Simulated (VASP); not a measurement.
Write the native input for VASP 6.6.1 that does the following.

```
Task                   : single point
Functional             : PBEsol
Potentials or basis    : VASP PAW PBE potentials, release 64 (Pt)
Cutoff                 : 520 eV
k mesh                 : 6 × 6 × 4
Occupations            : gaussian, width 0.1 eV
Spin                   : no spin polarisation
Dipole correction      : no
Further INCAR settings : ALGO = Fast; EDIFF = 1e-06; NBANDS = 28
```

The structure of Pt lies in POSCAR:

```
Pt
1.0
    2.3699837606     -2.3700682935      0.0000000000
    2.3699837606      2.3700682935      0.0000000000
    0.0000000000      0.0000000000      5.4143850785
Pt
4
Direct
    0.2500220636      0.7499779364      0.1250182973
    0.7500220636      0.2499779364      0.3749817027
    0.7499779364      0.2500220636      0.8749817027
    0.2499779364      0.7500220636      0.6250182973
```

One way to write it, as run:

INCAR

```
SYSTEM = Pt
PREC = Accurate
ENCUT = 520
EDIFF = 1E-6
ISMEAR = 0
SIGMA = 0.1
LREAL = .FALSE.
LASPH = .TRUE.
NELM = 80
ALGO = Fast
ISIF = 2
LWAVE = .FALSE.
LCHARG = .TRUE.
GGA = PS
LELF = .TRUE.
LVHAR = .TRUE.
NBANDS = 28
```

KPOINTS

```
regular mesh
0
G
  6 6 4
  0 0 0
```

Potentials or basis: VASP PAW PBE potentials, release 64 (Pt).

Command:

```bash
$ cat potpaw_PBE.64/Pt/POTCAR > POTCAR
$ mpirun -np 1 vasp_std > vasp.out
```

Results of the run:

```yaml
Pressure: -0.4 GPa
Band_gap_on_the_k_mesh: zero (bands 20 and 21 overlap by 0.65 eV)
```

Caveat: the PAW data sets were made with another functional, which shifts forces and pressure a little; spin-orbit coupling is left out, which moves the levels of the heavy elements.

Wall time 68 s on 1 thread of AMD EPYC 7R43 64-Core Processor (Zen 3), on a shared host, peak memory 0.16 GiB.
